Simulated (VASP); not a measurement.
# HC18N in VASP: a series of runs, part 2 of 2

VASP 6.6.1. The steps go on from the part before.

## (3) Single point, PBEsol

Contents of INCAR:

```
  PREC = Accurate
  ENCUT = 1000
  EDIFF = 1E-6
  ISMEAR = -1
  SIGMA = 0.05
  LREAL = Auto
  LASPH = T
  NELM = 120
  ALGO = Normal
  ISIF = 2
  LWAVE = F
  LCHARG = F
  GGA = PS
  NBANDS = 55
  GGA_COMPAT = F
  NELMDL = -8
```

Contents of KPOINTS:

```
regular mesh
0
Gamma
  2 2 1
```

Contents of POSCAR:

```
HC18N
1.0
    7.3980000000      0.0000000000      0.0000000000
   -3.6990000000      6.4068560000      0.0000000000
    0.0000000000      0.0000000000     11.0000000000
C N H
18 1 1
Direct
    0.0174275116      0.0063171436      0.0915133472
    0.2344504237      0.1150524316      0.0970898881
    0.0162052355      0.3420380849      0.1343963803
    0.2389480224      0.4500803464      0.1062895862
    0.0132818310      0.6652465734      0.0899379525
    0.2343862092      0.7803896682      0.0940812534
    0.3445409207      0.0019998005      0.0913677983
    0.5670637649      0.1138725478      0.0931629521
    0.3461982684      0.3384325486      0.1015706651
    0.5678478248      0.4492909686      0.0925997478
    0.3448256873      0.6680592143      0.0947574295
    0.5663005863      0.7793209500      0.0863628006
    0.6737229173      0.0000362914      0.0920962623
    0.8952073131      0.1026098617      0.1192347535
    0.6792083336      0.3368951965      0.0953174802
    0.9000261714      0.4495241744      0.1041185266
    0.6741535821      0.6671727618      0.0833247920
    0.9025743036      0.7802125574      0.0592301934
    0.9474235240      0.2017066145      0.2365951642
    0.9102816190     -0.2112207656     -0.0430469935
```

Potentials or basis: VASP PAW PBE potentials, release 64 (C_h, N_h, H_h).

On the command line:

```
> cat potpaw_PBE.64/C_h/POTCAR potpaw_PBE.64/N_h/POTCAR potpaw_PBE.64/H_h/POTCAR > POTCAR
> mpirun -np 1 vasp_std > vasp.out
```

OUTCAR:

```text
PREC = Accurate
   ENCUT = 1000
   EDIFF = 1E-6
   ISMEAR = -1
   LREAL = Auto
   LASPH = T
   NELM = 120
   ISIF = 2
   GGA = PS
   NELMDL = -8

 ion  position               nearest neighbor table
   1  0.017  0.006  0.092-   2 1.39  14 1.44  18 1.49
   2  0.234  0.115  0.097-   1 1.39   7 1.43   9 1.43
   3  0.016  0.342  0.134-  19 1.44   4 1.46  16 1.47
   4  0.239  0.450  0.106-  11 1.40   9 1.40   3 1.46
   5  0.013  0.665  0.090-  16 1.39   6 1.42  18 1.48
   6  0.234  0.780  0.094-   5 1.42   7 1.42  11 1.43
[... 9 lines left out ...]
  16  0.900  0.450  0.104-   5 1.39  15 1.42   3 1.47
  17  0.674  0.667  0.083-  10 1.40  12 1.41  18 1.49
  18  0.903  0.780  0.059-  20 1.13   5 1.48  17 1.49   1 1.49
  19  0.947  0.202  0.237-  14 1.44   3 1.44
  20  0.910  0.789  0.957-  18 1.13

  LATTYP: Found a hexagonal cell.
 ALAT       =     7.3980000000
 C/A-ratio  =     1.4868883482

  Lattice vectors:

[... 194 lines left out ...]

 val. band max:       -1.7548135025   @ k =   0.0000   0.5000   0.0000
 cond. band min:      -1.2594686712   @ k =   0.0000   0.0000   0.0000
 fundamental gap:      0.4953448313
 Fermi energy:        -1.5183950843

 k-point     1 :       0.0000    0.0000    0.0000
  band No.  band energies     occupation
      1     -22.0299      2.00000
      2     -20.3066      2.00000
      3     -18.5507      2.00000
      4     -18.4104      2.00000
      5     -18.3761      2.00000
      6     -18.3234      2.00000
[... 205 lines left out ...]
     50       4.6567      0.00000
     51       4.8116      0.00000
 [bands above 51 left out]

------------------------ aborting loop because EDIFF is reached ----------------------------------------

  FORCE on cell =-STRESS in cart. coord.  units (eV):
  Direction    XX          YY          ZZ          XY          YZ          ZX
  --------------------------------------------------------------------------------------
  -------------------------------------------------------------------------------------
  Total        4.0406132     -0.8673841     -0.0302633      1.4219089     -0.0063395     -0.0017776
  in kB       12.4166914     -2.6654471     -0.0929983      4.3694863     -0.0194811     -0.0054625
  external PRESSURE =       3.2194153 kB  Pullay stress =       0.0000000 kB

 VOLUME and BASIS-vectors are now :
 -----------------------------------------------------------------------------
  energy-cutoff  :     1000.00
  volume of cell :      521.38
      direct lattice vectors                 reciprocal lattice vectors
     7.398000000  0.000000000  0.000000000     0.135171668  0.078041398  0.000000000
    -3.699000000  6.406856000  0.000000000     0.000000000  0.156082796  0.000000000
     0.000000000  0.000000000 11.000000000     0.000000000  0.000000000  0.090909091

 POSITION                                       TOTAL-FORCE (eV/Angst)
 -----------------------------------------------------------------------------------
      0.10556      0.04047      1.00665        -0.005306     -0.001202     -0.004590
      1.30889      0.73712      1.06799         0.002072      0.002800     -0.000400
     -1.14531      2.19139      1.47836        -0.001528      0.035087     -0.023593
      0.10289      2.88360      1.16919        -0.006275     -0.002926     -0.001766
     -2.36249      4.26214      0.98932        -0.004334      0.007142     -0.002716
     -1.15267      4.99984      1.03489         0.001534      0.000782      0.001654
[... 12 lines left out ...]
      6.26293      1.29231      2.60255         0.001347     -0.008587      0.068531
      3.81657      5.05359     10.52648        -0.000089      0.001088     -0.020890
 -----------------------------------------------------------------------------------
    total drift:                                0.000693      0.000356     -0.001637

  FREE ENERGIE OF THE ION-ELECTRON SYSTEM (eV)
  ---------------------------------------------------
  free  energy   TOTEN  =      -180.5838834422 eV

  energy  without entropy=     -180.5806706038  energy(sigma->0) =     -180.58227702
```

stdout:

```text
POSCAR found type information on POSCAR C N H
 POSCAR found :  3 types and      20 ions
 scaLAPACK will be used
 -----------------------------------------------------------------------------
|                                                                             |
|                                                                             |
|     You enforced a specific xc type in the INCAR file but a different       |
|     I HOPE YOU KNOW WHAT YOU ARE DOING!                                     |
|                                                                             |
 -----------------------------------------------------------------------------

 LDA part: xc-table for (Slater+PW92), standard interpolation
 POSCAR, INCAR and KPOINTS ok, starting setup
 FFT: planning ... GRIDC
 FFT: planning ... GRID_SOFT
 FFT: planning ... GRID
 WAVECAR not read
 entering main loop
```

Wall time 18 min (1 thread of Intel Xeon Platinum 8259CL at 2.50GHz (Skylake/Cascade Lake), shared host); peak memory 1.4 GiB.

Results:

```yaml
Free_energy: -180.5839 eV
Largest_force: 0.069 eV/Å
Band_gap_on_the_k_mesh: 0.50 eV (least direct gap 0.50 eV)
```

Forces on the atoms (eV/Å):
```
C   -0.005 -0.001 -0.005
C    0.002  0.003  0.000
C   -0.002  0.035 -0.024
C   -0.006 -0.003 -0.002
C   -0.004  0.007 -0.003
C    0.002  0.001  0.002
C    0.000 -0.001 -0.002
C    0.000  0.003  0.000
C    0.001 -0.003  0.003
C    0.002 -0.004  0.000
C   -0.002  0.002  0.000
C    0.000  0.003 -0.003
C    0.005  0.000 -0.004
C   -0.001 -0.025 -0.023
C   -0.001 -0.002 -0.001
C    0.005 -0.009  0.002
C    0.003  0.004 -0.001
C    0.001 -0.003  0.013
N    0.001 -0.009  0.069
H    0.000  0.001 -0.021
```

Caveat: the k points lie up to 0.49 Å⁻¹ apart; there is no dipole correction, which matters where the two faces differ; the PAW data sets were made with another functional, which shifts forces and pressure a little.

## (4) Single point, PBEsol

Contents of INCAR:

```
ALGO     = Normal         # electronic algorithm
EDIFF    = 1E-6           # SCF threshold, eV
ENCUT    = 1000           # plane-wave cutoff, eV
GGA      = PS             # functional
GGA_COMPAT= False        
ISIF     = 2              # what is computed and relaxed
ISMEAR   = -1             # smearing method
LASPH    = True           # aspherical terms in the spheres
LCHARG   = False          # write CHGCAR
LREAL    = Auto         
LWAVE    = False          # write WAVECAR
NBANDS   = 55             # bands
NELM     = 120            # most SCF steps
NELMDL   = -8           
PREC     = Accurate       # precision mode
SIGMA    = 0.05           # smearing width, eV
```

Contents of KPOINTS:

```
k-points
0
Gamma
  2 2 1
```

Contents of POSCAR:

```
HC18N
1.0
    7.3980000000      0.0000000000      0.0000000000
   -3.6990000000      6.4068560000      0.0000000000
    0.0000000000      0.0000000000     11.0000000000
C N H
18 1 1
Direct
    0.0010638613      0.0036340757      0.0897423636
    0.2245761503      0.1152382698      0.0892710909
    0.0039796834      0.3417812106      0.1238196364
    0.2254965035      0.4464369107      0.0948379091
   -0.0029324026      0.6616810180      0.0862110909
    0.2234721668      0.7770002947      0.0880021818
    0.3353163837     -0.0002701793      0.0880219091
    0.5560694077      0.1104894507      0.0924530909
    0.3343194333      0.3376667120      0.0914708182
    0.5561705314      0.4460423334      0.0883686364
    0.3343577602      0.6665887293      0.0873383636
    0.5537808283      0.7781726326      0.0868195455
    0.6611178482     -0.0020676288      0.0953198182
    0.8817267160      0.1037432401      0.1256160909
    0.6667636577      0.3344721654      0.0925544545
    0.8844446492      0.4433442862      0.0953822727
    0.6633799376      0.6655738790      0.0866019091
    0.8840775749      0.7726725870      0.0838024545
    0.9467985740      0.2207577320      0.2350796364
    1.0850601906     -0.1042224142      0.0832261818
```

On the command line:

```
> cat potpaw_PBE.64/C_h/POTCAR potpaw_PBE.64/N_h/POTCAR potpaw_PBE.64/H_h/POTCAR > POTCAR
> mpirun -np 1 vasp_std > vasp.out
```

Wall time 18 min (1 thread of Intel Xeon Platinum 8259CL at 2.50GHz (Skylake/Cascade Lake), shared host); peak memory 1.4 GiB.

The run converged. Its results:

```
Free energy            : -177.0121 eV
Largest force          : 0.070 eV/Å
Band gap on the k mesh : 0.21 eV (least direct gap 0.27 eV)
```

Forces in eV/Å, atoms in the order of the input:
```
C   -0.014  0.006 -0.004
C    0.004  0.006 -0.002
C    0.000  0.029 -0.024
C   -0.007 -0.002 -0.002
C    0.003  0.000 -0.001
C   -0.001 -0.003 -0.001
C    0.000  0.002  0.000
C   -0.003  0.003 -0.001
C    0.003 -0.004 -0.001
C    0.000 -0.003  0.000
C   -0.002  0.002 -0.001
C    0.002 -0.001 -0.001
C    0.006  0.003 -0.002
C    0.002 -0.034 -0.026
C   -0.003 -0.004 -0.001
C    0.006 -0.003 -0.002
C    0.002  0.005 -0.001
C   -0.006 -0.001 -0.001
N    0.002  0.003  0.070
H    0.005 -0.002 -0.001
```

Levels at points of the mesh, in eV from the valence-band top:
| k point | band 37 | band 38 | band 39 | band 40 | band 41 | band 42 |
| --- | --- | --- | --- | --- | --- | --- |
| (0.00, 0.00, 0.00) | -0.48 | -0.25 | -0.06 | 0.21 | 1.32 | 3.26 |
| (0.50, 0.00, 0.00) | -1.96 | -1.35 | -0.23 | 1.69 | 2.00 | 2.40 |
| (0.00, 0.50, 0.00) | -2.09 | -0.74 | 0.00 | 0.91 | 1.98 | 2.48 |
| (0.50, 0.50, 0.00) | -1.98 | -1.30 | -0.22 | 1.62 | 2.13 | 2.39 |

Caveat: the k points lie up to 0.49 Å⁻¹ apart; there is no dipole correction, which matters where the two faces differ; the PAW data sets were made with another functional, which shifts forces and pressure a little.

## (5) Summary

```csv
cell,gap on the mesh (eV),largest force (eV/Å)
"as given, atomic positions A",0.39,0.21
"as given, atomic positions B",0.50,0.07
"as given, atomic positions C",0.21,0.07
```

Alike in all rows: task single point; level PBEsol; potentials or basis VASP PAW PBE potentials, release 64 (C_h, N_h, H_h); no spin polarisation; k mesh 2 × 2 × 1; cutoff (eV) 1000; smearing fermi-dirac 0.05 eV.

Caveats: all runs use coarse meshes; there is no dipole correction, which matters where the two faces differ; the PAW data sets were made with another functional, which shifts forces and pressure a little.

Total energies depend on the potentials used, so only differences within one code and one set of settings carry meaning.
